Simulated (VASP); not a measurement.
Wanted: the native input for a VASP 6.6.1 run.

```yaml
Task: single point
Functional: PBE
Potentials_or_basis: VASP PAW PBE potentials, release 64 (Pb_d, O)
Cutoff: 520 eV
k_mesh: 2 × 2 × 2
Occupations: methfessel-paxton, width 0.041 eV
Spin: no spin polarisation
Dipole_correction: no
Further_INCAR_settings: ALGO = Normal; EDIFF = 1e-07; NBANDS = 20
```

The structure of PbO2 lies in POSCAR:

```
PbO2
1.0
    0.0000000000      2.7019920000      2.7019920000
    2.7019920000      0.0000000000      2.7019920000
    2.7019920000      2.7019920000      0.0000000000
Pb O
1 2
Direct
    0.0000000000      0.0000000000      0.0000000000
    0.2500000000      0.2500000000      0.2500000000
    0.7500000000      0.7500000000      0.7500000000
```

These files were run (other wordings do the same):

INCAR

```
PREC = Accurate
ENCUT = 520
EDIFF = 1E-7
ISMEAR = 1
SIGMA = 0.041
LREAL = F
LASPH = T
NELM = 60
ALGO = Normal
ISIF = 2
LWAVE = F
LCHARG = F
GGA = PE
NBANDS = 20
```

KPOINTS

```
Automatic mesh
0
Gamma
  2 2 2
```

Potentials or basis: VASP PAW PBE potentials, release 64 (Pb_d, O).

Launch:

```console
$ cat potpaw_PBE.64/Pb_d/POTCAR potpaw_PBE.64/O/POTCAR > POTCAR
$ mpirun -np 1 vasp_std > vasp.out
```

Results of the run:

```json
{"Pressure": "3.5 GPa", "Band gap on the k mesh": "zero (band 13 reaches 5.48 eV, above the bottom of band 14 at 4.42 eV)"}
```

Caveat: the k points lie up to 1.01 Å⁻¹ apart; spin-orbit coupling is left out, which moves the levels of the heavy elements.

Wall time 3.5 s on 1 thread of Intel(R) Xeon(R) 6975P-C (Granite Rapids), with other jobs on the host, peak memory 0.15 GiB.
